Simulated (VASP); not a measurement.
Here is a VASP 6.6.1 calculation.

The input INCAR:

```
ALGO = Normal
EDIFF = 1E-6
EDIFFG = -0.04
ENCUT = 600
GGA = PE
IBRION = 2
ISIF = 3
ISMEAR = 0
LASPH = True
LCHARG = False
LREAL = False
LWAVE = False
NELM = 100
NSW = 90
PREC = Accurate
SIGMA = 0.1
```

File KPOINTS:

```
k-points
0
Gamma
  6 6 4
```

Contents of POSCAR:

```
AlSiO2
1.0
    2.6123874500      0.0000000000      0.0000000000
   -1.3061937200      2.2623938900      0.0000000000
    0.0000000000      0.0000000000      4.3065784200
Al Si O
1 1 2
Direct
    0.0000000000      0.0000000000      0.5000000000
    0.0000000000      0.0000000000      0.0000000000
    0.6666666700      0.3333333300      0.2057296800
    0.3333333300      0.6666666700      0.7942703200
```

Potentials or basis: VASP PAW PBE potentials, release 64 (Al, Si, O).

The run is started by

```bash
$ cat potpaw_PBE.64/Al/POTCAR potpaw_PBE.64/Si/POTCAR potpaw_PBE.64/O/POTCAR > POTCAR
$ mpirun -np 1 vasp_std > vasp.out
```

Task: Predict the relaxed cell.

Result: a = 2.783 Å, b = 2.783 Å, c = 6.491 Å, α = 90.00°, β = 90.00°, γ = 120.00°.

Task: Estimate the relaxed volume.

Result: 10.88 Å³/atom.

Final structure:
```
Al Si O
1.0
     2.78294    0.00000    0.00000
    -1.39147    2.41010    0.00000
     0.00000    0.00000    6.49058
Al Si O
1 1 2
Cartesian
  0.0000 0.0000 3.2453
  0.0000 0.0000 0.0000
  1.3915 0.8034 0.8799
  0.0000 1.6067 5.6106
```

Caveat: the k points lie up to 0.43 Å⁻¹ apart in the final cell; the volume moved by over 15 % at a fixed basis, so the end points are rough; an odd number of electrons without spin polarisation forces a metal; a magnetic or distorted state may lie lower.
